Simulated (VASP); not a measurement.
# Si16H7O in VASP: single point with PBEsol

Aim: the single point of Si16H7O with PBEsol.

All numbers are computed with VASP 6.6.1; they aren't measurements. Logs are shortened: lines on timing, memory, paths and dates and some standing lists are left out, and cuts for length are marked.

## (1) The cell of the first run

The cell holds a slab with vacuum, 24 atoms: a = 7.679 Å, b = 7.679 Å, c = 17.869 Å, α = 90.00°, β = 90.00°, γ = 60.00°.

## (2) Single point, PBEsol, collinear spin

File INCAR:

```
SYSTEM = Si16H7O
  ALGO = Normal
  EDIFF = 1E-6
  ENCUT = 520
  GGA = PS
  GGA_COMPAT = .False.
  ISIF = 2
  ISMEAR = -1
  ISPIN = 2
  LASPH = .True.
  LCHARG = .False.
  LORBIT = 11
  LREAL = .False.
  LWAVE = .False.
  MAGMOM = 0 0 0 0 0 0 0 0 0 0 0 0 0 0 0 0 0 0 0 0.23 0 0 0 0
  NBANDS = 60
  NELM = 200
  NELMDL = -8
  PREC = Accurate
  SIGMA = 0.02
```

File KPOINTS:

```
k-points
0
Gamma
  2 2 1
  0 0 0
```

File POSCAR:

```
Si16H7O
1.0
    7.6791800000      0.0000000000      0.0000000000
    3.8395900000      6.6503650000      0.0000000000
    0.0000000000      0.0000000000     17.8687650000
H Si O
7 16 1
Direct
    0.1666668792      0.1666675438      0.0559635767
    0.6666681814      0.1666675438      0.0559635767
    0.1666662146      0.6666701752      0.0559635767
    0.6666675168      0.6666701752      0.0559635767
    0.4626176412     -0.0071424651      0.4388048083
   -0.0147102736      0.5000176682      0.4375624169
    0.5476531274      0.5753669160      0.4503724796
    0.1666668792      0.1666675438      0.1399089417
    0.6666681814      0.1666675438      0.1399089417
    0.1666662146      0.6666701752      0.1399089417
    0.6666675168      0.6666701752      0.1399089417
   -0.1670111916      0.3321471829      0.1817361189
    0.3384598398      0.3324328815      0.1846182431
   -0.1638022292      0.8276838940      0.1857487073
    0.3260846792      0.8334580132      0.1808462980
   -0.1592852551      0.3422970017      0.3132617167
    0.3212884547      0.3136970678      0.3180242171
   -0.1903499669      0.8423898538      0.3156065906
    0.3164907329      0.8255336361      0.3121592343
   -0.0180502021      0.0173223575      0.3513225452
    0.4872586898     -0.0342086487      0.3557380714
   -0.0106326414      0.5076713835      0.3527496164
    0.5311364722      0.5265425281      0.3674736335
    0.4563974890      0.3652581475      0.3807146157
```

Potentials or basis: VASP PAW PBE potentials, release 64 (H, Si, O).

Run with:

```bash
$ cat potpaw_PBE.64/H/POTCAR potpaw_PBE.64/Si/POTCAR potpaw_PBE.64/O/POTCAR > POTCAR
$ mpirun -np 1 vasp_std > vasp.out
```

OUTCAR:

```text
SYSTEM = Si16H7O
   EDIFF = 1E-6
   ENCUT = 520
   GGA = PS
   ISIF = 2
   ISMEAR = -1
   ISPIN = 2
   LASPH = .True.
   LORBIT = 11
   LREAL = .False.
   NELM = 200
   NELMDL = -8
   PREC = Accurate

 ion  position               nearest neighbor table
   1  0.167  0.167  0.056-   8 1.50
   2  0.667  0.167  0.056-   9 1.50
   3  0.167  0.667  0.056-  10 1.50
   4  0.667  0.667  0.056-  11 1.50
   5  0.463  0.993  0.439-  21 1.50
   6  0.985  0.500  0.438-  22 1.52
   7  0.548  0.575  0.450-  23 1.55
   8  0.167  0.167  0.140-   1 1.50  15 2.33  12 2.34  13 2.38
   9  0.667  0.167  0.140-   2 1.50  13 2.32  12 2.33  14 2.40
  10  0.167  0.667  0.140-   3 1.50  15 2.29  14 2.35  13 2.36
  11  0.667  0.667  0.140-   4 1.50  14 2.35  12 2.35  15 2.38
  12  0.833  0.332  0.182-   9 2.33   8 2.34  11 2.35  16 2.35
  13  0.338  0.332  0.185-   9 2.32  10 2.36   8 2.38  17 2.40
  14  0.836  0.828  0.186-  18 2.33  10 2.35  11 2.35   9 2.40
  15  0.326  0.833  0.181-  10 2.29   8 2.33  19 2.35  11 2.38
  16  0.841  0.342  0.313-  22 2.21  20 2.27  23 2.29  12 2.35
  17  0.321  0.314  0.318-  24 1.70  22 2.30  13 2.40  21 2.41  23 2.95
  18  0.810  0.842  0.316-  21 2.28  22 2.32  14 2.33  20 2.40
  19  0.316  0.826  0.312-  21 2.21  23 2.28  20 2.34  15 2.35
  20  0.982  0.017  0.351-  16 2.27  19 2.34  18 2.40
  21  0.487  0.966  0.356-   5 1.50  19 2.21  18 2.28  17 2.41
  22  0.989  0.508  0.353-   6 1.52  16 2.21  17 2.30  18 2.32
  23  0.531  0.527  0.367-   7 1.55  24 1.62  19 2.28  16 2.29  17 2.95
  24  0.456  0.365  0.381-  23 1.62  17 1.70

  LATTYP: Found a hexagonal cell.
 ALAT       =     7.6791800344
 C/A-ratio  =     2.3269105451

  Lattice vectors:

 A1 = (  -3.8395900000,  -6.6503650000,   0.0000000000)
 A2 = (   7.6791800000,   0.0000000000,   0.0000000000)
 A3 = (   0.0000000000,   0.0000000000,  17.8687650000)

Analysis of symmetry for initial positions (statically):
=====================================================================
 Subroutine PRICEL returns:
 Original cell was already a primitive cell.

 Routine SETGRP: Setting up the symmetry group for a
 hexagonal supercell.

 Subroutine GETGRP returns: Found  1 space group operations
 (whereof  1 operations were pure point group operations)
 out of a pool of 24 trial point group operations.

The static configuration has the point symmetry C_1 .

Analysis of symmetry for dynamics (positions and initial velocities):
=====================================================================
 Subroutine PRICEL returns:
 Original cell was already a primitive cell.

 Routine SETGRP: Setting up the symmetry group for a
 hexagonal supercell.

 Subroutine GETGRP returns: Found  1 space group operations
 (whereof  1 operations were pure point group operations)
 out of a pool of 24 trial point group operations.

The dynamic configuration has the point symmetry C_1 .

Analysis of structural, dynamic, and magnetic symmetry:
=====================================================================
 Subroutine PRICEL returns:
 Original cell was already a primitive cell.

 Routine SETGRP: Setting up the symmetry group for a
 hexagonal supercell.

 Subroutine GETGRP returns: Found  1 space group operations
 (whereof  1 operations were pure point group operations)
 out of a pool of 24 trial point group operations.

The overall configuration has the point symmetry C_1 .

 Subroutine INISYM returns: Found  1 space group operations
 (whereof  1 operations are pure point group operations),
 and found     1 'primitive' translations

----------------------------------------------------------------------------------------

                                     Primitive cell

  volume of cell :     912.5462

  direct lattice vectors                    reciprocal lattice vectors
     7.679180000  0.000000000  0.000000000     0.130222237 -0.075183843  0.000000000
     3.839590000  6.650365000  0.000000000     0.000000000  0.150367687  0.000000000
     0.000000000  0.000000000 17.868765000     0.000000000  0.000000000  0.055963577

  length of vectors
[... 89 lines left out ...]
   total plane-waves  NPLWV = 504000
   dimension x,y,z NGX =    60 NGY =   60 NGZ =  140
   dimension x,y,z NGXF=   120 NGYF=  120 NGZF=  280
   ions per type =               7  16   1
   NGX,Y,Z   is equivalent  to a cutoff of  12.99, 12.99, 13.03 a.u.
   NGXF,Y,Z  is equivalent  to a cutoff of  25.98, 25.98, 26.05 a.u.
 SYSTEM =  Si16H7O
   PREC   = accura    normal or accurate (medium, high low for compatibility)
   ISTART =      0    job   : 0-new  1-cont  2-samecut
   ICHARG =      2    charge: 1-file 2-atom 10-const
   ISPIN  =      2    spin polarized calculation?
   LNONCOLLINEAR =      F non collinear calculations
   LSORBIT =      F    spin-orbit coupling
   LASPH  =      T    aspherical Exc in radial PAW
   ENCUT  =  520.0 eV  38.22 Ry    6.18 a.u.  14.28 14.28 33.22*2*pi/ulx,y,z
   NELM   =    200;   NELMIN=  2; NELMDL= -8     # of ELM steps
   EDIFF  = 0.1E-05   stopping-criterion for ELM
   LREAL  =      F    real-space projection
   EDIFFG = 0.1E-04   stopping-criterion for IOM
   NSW    =      0    number of steps for IOM
   IBRION =     -1    ionic relax: 0-MD 1-quasi-New 2-CG
   NFREE  =      0    steps in history (QN), initial steepest desc. (CG)
   ISIF   =      2    stress and relaxation
   ISYM   =      2    0-nonsym 1-usesym 2-fastsym
   POTIM  = 0.5000    time-step for ionic-motion
   TEBEG  =    0.0;   TEEND  =   0.0 temperature during run
   PSTRESS=    0.0 pullay stress
   NELECT =      77.0000    total number of electrons
   NUPDOWN=      -1.0000    fix difference up-down
   EMIN   =  10.00;   EMAX   =-10.00  energy-range for DOS
   EFERMI =   0.00;   METHOD = LEGACY
   ISMEAR =    -1;   SIGMA  =   0.02  broadening in eV -4-tet -1-fermi 0-gaus
   EFERMI_NEDOS =   21; number of points for ismear=-14 and -15
   IALGO  =     38    algorithm
   IMIX   =      4    mixing-type and parameters
     AMIX     =   0.40;   BMIX     =  1.00
     AMIX_MAG =   1.60;   BMIX_MAG =  1.00
  volume/ion in A,a.u.               =      38.02       256.59
  Fermi-wavevector in a.u.,A,eV,Ry     =   0.718048  1.356914  7.015067  0.515593
  Thomas-Fermi vector in A             =   1.806885
   LORBIT       =     11    0 simple, 1 ext, 2 COOP (PROOUT), +10 PAW based schemes
   GGA     = PS    functional components
   LHFCALC =     F    Hartree Fock is set to
   AEXX    =    0.0000 exact exchange contribution
   IVDW    =     0    specifies the selected vdW correction
   LEPSILON=     F    determine dielectric tensor
   LRPA    =     F    only Hartree local field effects (RPA)
 spin polarized calculation
  energy-cutoff  :      520.00
  volume of cell :      912.55
 maximum number of plane-waves:     24625
 NGX is ok and might be reduce to    60
   NGX = 29   NGY = 29   NGZ = 67

 number of electron      77.0000001 magnetization       1.0000480

 Free energy of the ion-electron system (eV)
  ---------------------------------------------------
  ext. energy  EPLUGINS =         0.00000000
  ---------------------------------------------------
  free energy    TOTEN  =      -119.52450870 eV

  energy without entropy =     -119.52450863  energy(sigma->0) =     -119.52450866

 E-fermi :  -0.8195     XC(G=0):  -4.4093

 val. band max:       -1.1323085846   @ k =   0.0000   0.5000   0.0000
 cond. band min:      -0.5265313900   @ k =   0.0000   0.0000   0.0000
 fundamental gap:      0.6057771946
 Fermi energy:        -0.8194829769

 spin component 1

 k-point     1 :       0.0000    0.0000    0.0000
  band No.  band energies     occupation
      1     -21.0504      1.00000
      2     -12.4207      1.00000
      3     -11.3210      1.00000
      4     -10.8770      1.00000
      5     -10.4941      1.00000
      6     -10.1282      1.00000
[... 201 lines left out ...]
     49       2.6838      0.00000
     50       2.8097      0.00000
 Fermi energy:        -0.8194829769

 spin component 2

 k-point     1 :       0.0000    0.0000    0.0000
  band No.  band energies     occupation
      1     -21.0488      1.00000
      2     -12.3712      1.00000
      3     -11.2823      1.00000
      4     -10.8669      1.00000
      5     -10.4626      1.00000
      6     -10.0965      1.00000
[... 201 lines left out ...]
     49       2.7575      0.00000
     50       2.8348      0.00000
 [bands above 50 left out]

------------------------ aborting loop because EDIFF is reached ----------------------------------------

  FORCE on cell =-STRESS in cart. coord.  units (eV):
  Direction    XX          YY          ZZ          XY          YZ          ZX
  --------------------------------------------------------------------------------------
  -------------------------------------------------------------------------------------
  Total       12.3044148      6.5968220     -0.7773961      3.6411223      0.4157897      0.8026024
  in kB       21.6031300     11.5821846     -1.3648914      6.3927979      0.7300111      1.4091465
  external PRESSURE =      10.6068077 kB  Pullay stress =       0.0000000 kB

 VOLUME and BASIS-vectors are now :
 -----------------------------------------------------------------------------
  energy-cutoff  :      520.00
  volume of cell :      912.55
      direct lattice vectors                 reciprocal lattice vectors
     7.679180000  0.000000000  0.000000000     0.130222237 -0.075183843  0.000000000
     3.839590000  6.650365000  0.000000000     0.000000000  0.150367687  0.000000000
     0.000000000  0.000000000 17.868765000     0.000000000  0.000000000  0.055963577

 POSITION                                       TOTAL-FORCE (eV/Angst)
 -----------------------------------------------------------------------------------
      1.91980      1.10840      1.00000         0.060652      0.024795     -0.114949
      5.75940      1.10840      1.00000        -0.001201     -0.008869     -0.104890
      3.83960      4.43360      1.00000        -0.133143      0.008949     -0.110969
      7.67920      4.43360      1.00000         0.027453      0.028912     -0.143798
      7.36469      6.60287      7.84090         0.123679     -0.161034      0.139138
      9.48608      3.32530      7.81870         0.013867      0.001063     -0.125287
[... 16 lines left out ...]
      6.10040      3.50170      6.56630         0.264327      0.379437      1.388264
      4.90720      2.42910      6.80290        -1.449641     -0.825040     -0.741619
 -----------------------------------------------------------------------------------
    total drift:                               -0.000031     -0.000067      0.000507

  FREE ENERGIE OF THE ION-ELECTRON SYSTEM (eV)
  ---------------------------------------------------
  free  energy   TOTEN  =      -119.5245086977 eV

  energy  without entropy=     -119.5245086265  energy(sigma->0) =     -119.52450866

 total charge

# of ion       s       p       d       tot
------------------------------------------
    1        0.548   0.013   0.000   0.561
    2        0.548   0.013   0.000   0.561
    3        0.548   0.013   0.000   0.561
    4        0.548   0.013   0.000   0.562
    5        0.546   0.014   0.000   0.560
    6        0.540   0.013   0.000   0.553
[... 16 lines left out ...]
   23        0.737   0.981   0.000   1.717
   24        1.567   3.582   0.000   5.149
--------------------------------------------------
tot         17.286  19.209   0.000  36.494

 magnetization (x)

# of ion       s       p       d       tot
------------------------------------------
    1        0.001  -0.000   0.000   0.001
    2        0.001  -0.000   0.000   0.001
    3        0.001  -0.000   0.000   0.001
    4        0.007   0.000   0.000   0.007
    5       -0.000   0.000   0.000  -0.000
    6       -0.000   0.000   0.000  -0.000
[... 16 lines left out ...]
   23        0.001   0.001   0.000   0.002
   24        0.000   0.001   0.000   0.001
--------------------------------------------------
tot          0.059   0.272   0.000   0.331
```

It took 25 min on 1 thread of Oxide Virtual Turin-like, shared host; peak memory 1.5 GiB.

What came out:

```yaml
Free_energy: -119.5245 eV
Largest_force: 1.896 eV/Å
Band_gap_on_the_k_mesh: 0.61 eV (least direct gap 0.62 eV)
Net_moment: 1.00 μB per cell
Site_moments: H +0.00, +0.01, -0.00 (each value once); Si -0.00, +0.03, +0.02, +0.00, +0.01, +0.23 (each value once); O +0.00 μB
Valence_electrons_inside_the_program's_atomic_spheres: H 0.56, 0.55 (each value once); Si 1.71, 1.72, 1.70, 1.77, 1.64, 1.76, 1.66 (each value once); O 5.15
```

Forces on the atoms (eV/Å):
```
H    0.061  0.025 -0.115
H   -0.001 -0.009 -0.105
H   -0.133  0.009 -0.111
H    0.027  0.029 -0.144
H    0.124 -0.161  0.139
H    0.014  0.001 -0.125
H    0.278  0.107 -0.657
Si   0.086  0.119  0.332
Si   0.052 -0.561  0.312
Si  -0.299 -0.359  0.196
Si  -0.236  0.021  0.209
Si   0.089  0.215 -0.010
Si  -0.127  0.176  0.191
Si  -0.217  0.572 -0.559
Si   0.707 -0.045  0.131
Si  -0.745 -0.225 -1.118
Si   0.457 -0.712  0.413
Si   1.080 -0.064 -0.024
Si  -1.198 -0.135 -0.931
Si  -0.418 -0.930  0.219
Si   0.332  1.854  0.221
Si   1.253  0.519  0.888
Si   0.264  0.379  1.388
O   -1.450 -0.825 -0.742
```

Caveat: the k points lie up to 0.47 Å⁻¹ apart; there is no dipole correction, which matters where the two faces differ; the PAW data sets were made with another functional, which shifts forces and pressure a little.
